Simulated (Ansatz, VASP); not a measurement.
InReS4 in VASP and in Ansatz

INCAR

```
SYSTEM = InReS4
ALGO = Normal
EDIFF = 1E-7
EDIFFG = -0.04
ENCUT = 600
GGA = PE
IBRION = 2
ISIF = 3
ISMEAR = 0
ISPIN = 2
LASPH = .True.
LCHARG = .False.
LMAXMIX = 4
LORBIT = 11
LREAL = .False.
LWAVE = .False.
MAGMOM = 0 1 0 0 0 0
NELM = 150
NSW = 90
PREC = Accurate
SIGMA = 0.1
```

Contents of KPOINTS:

```
k-points
0
Gamma
  4 4 4
  0 0 0
```

Contents of POSCAR:

```
InReS4
1.0
    0.0000000000      4.1090978800      4.1090978800
    4.1090978800      0.0000000000      4.1090978800
    4.1090978800      4.1090978800      0.0000000000
In Re S
1 1 4
Direct
    0.2500000000      0.2500000000      0.2500000000
    0.5000000000      0.5000000000      0.5000000000
    0.8750412900      0.3748761400      0.8750412900
    0.8750412900      0.8750412900      0.8750412900
    0.8750412900      0.8750412900      0.3748761400
    0.3748761400      0.8750412900      0.8750412900
```

Input for Ansatz:

```yaml
crystal:
  lattice:
    - [0.0, 4.10909788, 4.10909788]
    - [4.10909788, 0.0, 4.10909788]
    - [4.10909788, 4.10909788, 0.0]
  atoms:
    - { symbol: In, position: [0.25, 0.25, 0.25] }
    - { symbol: Re, position: [0.5, 0.5, 0.5], spin: 1.0 }
    - { symbol: S, position: [0.87504129, 0.37487614, 0.87504129] }
    - { symbol: S, position: [0.87504129, 0.87504129, 0.87504129] }
    - { symbol: S, position: [0.87504129, 0.87504129, 0.37487614] }
    - { symbol: S, position: [0.37487614, 0.87504129, 0.87504129] }
basis:
  ecutwfc: 420
kpoints:
  mp_grid: { grid: [4, 4, 4] }
hamiltonian:
  xc: pbe
scf:
  occupations: { method: gaussian, width: 0.1 }
  lower_state_search: "off"
output:
  forces: true
  stress: true
  eigenvalues: true
  populations: true
magnetization:
  spin_polarized: true
relax:
  adjacent_minimum: "off"
  f_tol: 0.04
  max_steps: 70
  cell: { stress_tol: 0.4 }
```

Change from the starting cell: species swapped into the TbHoFe4 type (F-43m, No. 216).

Alike in both runs: task relaxation of cell and atoms; functional PBE; k mesh 4 × 4 × 4; occupations gaussian, width 0.1 eV; collinear spin.

```csv
,VASP,Ansatz
version,VASP 6.6.1,Ansatz 0.2.0
potentials or method,"VASP PAW PBE potentials, release 64 (In_d, Re, S), cutoff 600 eV","scalar-relativistic, plane waves, PAW"
valence electrons in the cell,44,52
```

VASP gave:

| Quantity | Value |
| --- | --- |
| gap on the k mesh at the Fermi level, each at its own relaxed structure (eV) | none |
| net moment per atom (μB) | 0.02 |
| size of the moment on the site where the two differ most (μB) | 0.13 |
| relaxed volume (Å³/atom) | 17.34 |
| relaxed cell length with the largest relative difference (Å) | 5.279 |

What did Ansatz give for the same quantities?

gap on the k mesh at the Fermi level, each at its own relaxed structure (eV): none; net moment per atom (μB): 0.51; size of the moment on the site where the two differ most (μB): 2.60; relaxed volume (Å³/atom): 18.12; relaxed cell length with the largest relative difference (Å): 5.357.

The net moments are unlike, so the other rows may belong to different states. Site moments also hang on the region over which each program counts them. A gap of «none» marks a metal or a gap that the smearing closes. VASP's potentials hold 44 valence electrons a cell and Ansatz's 52, so a difference there can come from the potentials and not from the codes.

Spin-orbit coupling is off throughout. Noted on VASP's run: the volume moved by over 15 % at a fixed basis, so the end points are rough.
